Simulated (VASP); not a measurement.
# CdTe (F-43m) in VASP: notebook, part 3 of 3

VASP 6.6.1.

## Step 5: Vibrations by perturbation theory, LDA

This run uses another cell than the first one, of 30.61 Å³/atom.

Contents of INCAR:

```
SYSTEM = CdTe
ALGO = Normal
EDIFF = 1E-8
ENCUT = 520
GGA = CA
IBRION = 8
ISIF = 2
ISMEAR = 0
LASPH = .TRUE.
LCHARG = .TRUE.
LREAL = .FALSE.
LWAVE = .FALSE.
NBANDS = 16
NELM = 100
NSW = 1
PREC = Accurate
SIGMA = 0.01
```

Contents of KPOINTS:

```
k-points
0
G
  6 6 6
  0 0 0
```

Contents of POSCAR:

```
CdTe
1.0
    3.1280118734      3.1280118734      0.0000000000
   -3.1280118734      3.1280118734      0.0000000000
    0.0000000000      3.1280118734      3.1280118734
Cd Te
1 1
Direct
    0.0000000000      0.0000000000      0.0000000000
    0.7500000000      0.2500000000      0.5000000000
```

Potentials or basis: VASP PAW LDA potentials, release 64 (Cd, Te).

Run with:

```console
$ cat potpaw_LDA.64/Cd/POTCAR potpaw_LDA.64/Te/POTCAR > POTCAR
$ mpirun -np 1 vasp_std > vasp.out
```

OUTCAR:

```text
SYSTEM = CdTe
   EDIFF = 1E-8
   ENCUT = 520
   GGA = CA
   IBRION = 8
   ISIF = 2
   ISMEAR = 0
   LASPH = .TRUE.
   LREAL = .FALSE.
   NELM = 100
   NSW = 1
   PREC = Accurate

 ion  position               nearest neighbor table
   1  0.000  0.000  0.000-   2 2.71   2 2.71   2 2.71   2 2.71
   2  0.750  0.250  0.500-   1 2.71   1 2.71   1 2.71   1 2.71

  LATTYP: Found a face centered cubic cell.
 ALAT       =     6.2560237468

  Lattice vectors:

 A1 = (   0.0000000000,   3.1280118734,   3.1280118734)
 A2 = (   3.1280118734,   0.0000000000,   3.1280118734)
 A3 = (   3.1280118734,   3.1280118734,   0.0000000000)

Analysis of symmetry for initial positions (statically):
=====================================================================
 Subroutine PRICEL returns:
 Original cell was already a primitive cell.

 Routine SETGRP: Setting up the symmetry group for a
 face centered cubic supercell.

 Subroutine GETGRP returns: Found 24 space group operations
 (whereof 24 operations were pure point group operations)
 out of a pool of 48 trial point group operations.

The static configuration has the point symmetry T_d .

Analysis of symmetry for dynamics (positions and initial velocities):
=====================================================================
 Subroutine PRICEL returns:
 Original cell was already a primitive cell.

 Routine SETGRP: Setting up the symmetry group for a
 face centered cubic supercell.

 Subroutine GETGRP returns: Found 24 space group operations
 (whereof 24 operations were pure point group operations)
 out of a pool of 48 trial point group operations.

The dynamic configuration has the point symmetry T_d .

 Subroutine INISYM returns: Found 24 space group operations
 (whereof 24 operations are pure point group operations),
 and found     1 'primitive' translations

----------------------------------------------------------------------------------------

                                     Primitive cell

  volume of cell :      61.2118

  direct lattice vectors                    reciprocal lattice vectors
     3.128011873  3.128011873  0.000000000     0.159845941  0.159845941 -0.159845941
    -3.128011873  3.128011873  0.000000000    -0.159845941  0.159845941 -0.159845941
     0.000000000  3.128011873  3.128011873     0.000000000  0.000000000  0.319691881

  length of vectors
     4.423676815  4.423676815  4.423676815     0.276861290  0.276861290  0.319691881

  position of ions in fractional coordinates (direct lattice)
     0.000000000  0.000000000  0.000000000
     0.750000000  0.250000000  0.500000000

  ion indices of the primitive-cell ions
   primitive index   ion index
                 1           1
[... 114 lines left out ...]

 E-fermi :   3.2864     XC(G=0):  -9.4089

 val. band max:        3.2081741185   @ k =   0.0000   0.0000   0.0000
 cond. band min:       4.0883297027   @ k =   0.0000   0.0000   0.0000
 fundamental gap:      0.8801555842
 Fermi energy:         3.2864149432

 k-point     1 :       0.0000    0.0000    0.0000
  band No.  band energies     occupation
      1      -8.7009      2.00000
      2      -5.5241      2.00000
      3      -5.5241      2.00000
      4      -5.5241      2.00000
      5      -5.1731      2.00000
      6      -5.1731      2.00000
[... 283 lines left out ...]
      5      -5.1589      2.00000
      6      -4.4631      2.00000
[... 8 lines left out ...]
     15      14.5955      0.00000
     16      14.8262      0.00000

------------------------ aborting loop because EDIFF is reached ----------------------------------------

  FORCE on cell =-STRESS in cart. coord.  units (eV):
  Direction    XX          YY          ZZ          XY          YZ          ZX
  --------------------------------------------------------------------------------------
  -------------------------------------------------------------------------------------
  Total        1.6707260      1.6707260      1.6707260      0.0000000     -0.0000000      0.0000000
  in kB       43.7301161     43.7301161     43.7301161      0.0000000     -0.0000000      0.0000000
  external PRESSURE =      43.7301161 kB  Pullay stress =       0.0000000 kB

 VOLUME and BASIS-vectors are now :
 -----------------------------------------------------------------------------
  energy-cutoff  :      520.00
  volume of cell :       61.21
      direct lattice vectors                 reciprocal lattice vectors
     3.128011873  3.128011873  0.000000000     0.159845941  0.159845941 -0.159845941
    -3.128011873  3.128011873  0.000000000    -0.159845941  0.159845941 -0.159845941
     0.000000000  3.128011873  3.128011873     0.000000000  0.000000000  0.319691881

 POSITION                                       TOTAL-FORCE (eV/Angst)
 -----------------------------------------------------------------------------------
      0.00000      0.00000      0.00000         0.000000     -0.000000      0.000000
      1.56401      4.69202      1.56401        -0.000000      0.000000     -0.000000
 -----------------------------------------------------------------------------------
    total drift:                               -0.000000      0.000000      0.000000

  FREE ENERGIE OF THE ION-ELECTRON SYSTEM (eV)
  ---------------------------------------------------
  free  energy   TOTEN  =        -5.9811704560 eV

  energy  without entropy=       -5.9811704560  energy(sigma->0) =       -5.98117046

[... ionic steps 2 to 3 ...]

--------------------------------------- Ionic step        4  -------------------------------------------

------------------------ aborting loop because EDIFF is reached ----------------------------------------

[... ionic steps 5 to 6 ...]

--------------------------------------- Ionic step        7  -------------------------------------------

 Free energy of the ion-electron system (eV)
  ---------------------------------------------------
  ---------------------------------------------------
  free energy    TOTEN  =        -0.04932659 eV

  energy without entropy =       -0.04932659

------------------------ aborting loop because EDIFF is reached ----------------------------------------

 INTERNAL STRAIN TENSOR  FOR ION    2  DIRECTION 1   (eV/Angst):
 -----------------------------------------------------------------------------
     0.02208  0.00000  0.00000
     0.00000 -0.01648  9.28098
     0.00000  9.28098 -0.01648

 INTERNAL STRAIN TENSOR FOR ION    2 for displacements in x,y,z  (eV/Angst):
          X           Y           Z          XY          YZ          ZX
  --------------------------------------------------------------------------------
  x     0.00000    -0.00000    -0.00000     0.00000     9.28098     0.00000
  y    -0.00000    -0.00000    -0.00000     0.00000     0.00000     9.28098
  z    -0.00000    -0.00000     0.00000     9.28098     0.00000     0.00000

 SECOND DERIVATIVES (NOT SYMMETRIZED)
 ------------------------------------
               1X          1Y          1Z          2X          2Y          2Z
  1X    -6.349802    0.000000   -0.000000    6.349802   -0.000000    0.000000
  1Y    -0.000000   -6.349802    0.000000    0.000000    6.349802   -0.000000
  1Z    -0.000000    0.000000   -6.349802    0.000000   -0.000000    6.349802
  2X     6.357009    0.000000   -0.000000   -6.357009   -0.000000    0.000000
  2Y    -0.000000    6.357009    0.000000    0.000000   -6.357009   -0.000000
  2Z    -0.000000    0.000000    6.357009    0.000000   -0.000000   -6.357009

 Eigenvectors and eigenvalues of the dynamical matrix
 ----------------------------------------------------

   1 f  =    5.097205 THz    32.026681 2PiTHz  170.024441 cm-1    21.080335 meV
             X         Y         Z           dx          dy          dz
      0.000000  0.000000  0.000000     0.728944    0.000000    0.000000
      1.564006  4.692018  1.564006    -0.684573   -0.000000    0.000000
[... 21 lines left out ...]
   6 f/i=    0.001443 THz     0.009064 2PiTHz    0.048122 cm-1     0.005966 meV
             X         Y         Z           dx          dy          dz
      0.000000  0.000000  0.000000     0.000000    0.000000   -0.684573
      1.564006  4.692018  1.564006    -0.000000    0.000000   -0.728944

--------------------------------------------------------------------------------------------------------

 ELASTIC MODULI CONTR FROM IONIC RELAXATION (kBar)
 Direction    XX          YY          ZZ          XY          YZ          ZX
 --------------------------------------------------------------------------------
 XX          -0.0000     -0.0000      0.0000      0.0000     -0.0000      0.0000
 YY          -0.0000     -0.0000     -0.0000      0.0000      0.0000      0.0000
 ZZ           0.0000     -0.0000     -0.0000     -0.0000      0.0000      0.0000
 XY           0.0000      0.0000     -0.0000   -363.2272      0.0000     -0.0000
 YZ          -0.0000      0.0000      0.0000      0.0000   -363.2272     -0.0000
 ZX           0.0000      0.0000      0.0000     -0.0000     -0.0000   -363.2272
 --------------------------------------------------------------------------------
```

stdout:

```text
POSCAR found type information on POSCAR CdTe
 POSCAR found :  2 types and       2 ions
 scaLAPACK will be used
 LDA part: xc-table for (Slater(with rela. corr.)+CA(PZ))
 , standard interpolation
 POSCAR, INCAR and KPOINTS ok, starting setup
 FFT: planning ... GRIDC
 FFT: planning ... GRID_SOFT
 FFT: planning ... GRID
 WAVECAR not read
 entering main loop
 Linear response reoptimize wavefunctions to high precision
 Linear response DOF=           2
 Linear response progress:
 first order change of Fermi-energy   0.10272E-03
 force on displaced ion       1 direction 1 :  -6.350  -0.000   0.000
 Linear response progress:
 first order change of Fermi-energy  -0.55867E-03
 force on displaced ion       2 direction 1 :  -6.357  -0.000  -0.000
 Linear response finished
```

It took 56 s on 1 thread of Intel Xeon 6975P-C (Granite Rapids), shared host; peak memory 0.28 GiB.

What came out:

| Quantity | Value |
| --- | --- |
| Highest phonon frequency at Γ, LO-TO splitting left out | 170 cm⁻¹ |

Phonon frequencies in cm⁻¹ (negative: imaginary):
```
              q point        frequencies
(0.000, 0.000, 0.000)  0 0 0 170 170 170
```

Caveat: the cell stands under pressure or tension, which shifts response properties; spin-orbit coupling is left out, which moves the levels of the heavy elements.
